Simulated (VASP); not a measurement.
A run of VASP 6.6.1:

INCAR

```
SYSTEM = BaRe
ALGO = Normal ; EDIFF = 1E-7
ENCUT = 520 ; GGA = PS
ISIF = 2 ; ISMEAR = 0
LASPH = .TRUE. ; LCHARG = .FALSE.
LREAL = .FALSE. ; LWAVE = .FALSE.
NBANDS = 16 ; NELM = 100
PREC = Accurate ; SIGMA = 0.05
```

The input KPOINTS:

```
k-points
0
G
  8 8 8
  0 0 0
```

POSCAR

```
BaRe
1.0
    3.9875865162      0.0000000000      0.0000000000
    0.0000000000      3.9875865162      0.0000000000
    0.0000000000      0.0000000000      3.9875865162
Ba Re
1 1
Direct
    0.0000000000      0.0000000000      0.0000000000
    0.5000000000      0.5000000000      0.5000000000
```

Potentials or basis: VASP PAW PBE potentials, release 64 (Ba_sv, Re).

Launch:

```sh
$ cat potpaw_PBE.64/Ba_sv/POTCAR potpaw_PBE.64/Re/POTCAR > POTCAR
$ mpirun -np 1 vasp_std > vasp.out
```

Hardware: 1 thread of Intel(R) Xeon(R) 6975P-C (Granite Rapids) (shared host).

How long does it take, and how much memory?

Run time: 14 s on 1 thread of Intel(R) Xeon(R) 6975P-C (Granite Rapids), on a shared host, peak memory 0.18 GiB. Counts: scf iterations 13, k points 35.
